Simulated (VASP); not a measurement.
A run of VASP 6.6.1:

The input INCAR:

```
SYSTEM = Na3Rh
PREC = Accurate ; ENCUT = 520
EDIFF = 1E-6 ; ISMEAR = 0
SIGMA = 0.1 ; LREAL = .FALSE.
LASPH = .TRUE. ; NELM = 60
ALGO = Normal ; ISIF = 2
LWAVE = .FALSE. ; LCHARG = .TRUE.
GGA = PE ; LELF = .TRUE.
LVHAR = .TRUE. ; NBANDS = 26
```

File KPOINTS:

```
Automatic mesh
0
G
  4 4 4
  0 0 0
```

POSCAR

```
Na3Rh
1.0
    4.1682440746      0.0000000000      0.0000000000
    0.0000000000      4.1682440746      0.0000000000
    0.0000000000      0.0000000000      4.1254003433
Na Rh
3 1
Direct
    0.0000000000      0.5000000000      0.5000000000
    0.5000000000      0.0000000000      0.5000000000
    0.5000000000      0.5000000000      0.0000000000
    0.0000000000      0.0000000000      0.0000000000
```

Potentials or basis: VASP PAW PBE potentials, release 64 (Na_pv, Rh_pv).

Launch:

```sh
$ cat potpaw_PBE.64/Na_pv/POTCAR potpaw_PBE.64/Rh_pv/POTCAR > POTCAR
$ mpirun -np 1 vasp_std > vasp.out
```

Hardware: 1 thread of Oxide Virtual Turin-like Processor, with other jobs on the host.

Q: Estimate the wall time of this run.

A: Run time: 28 s on 1 thread of Oxide Virtual Turin-like Processor, on a shared host, peak memory 0.15 GiB. Counts: scf iterations 13, k points 18.
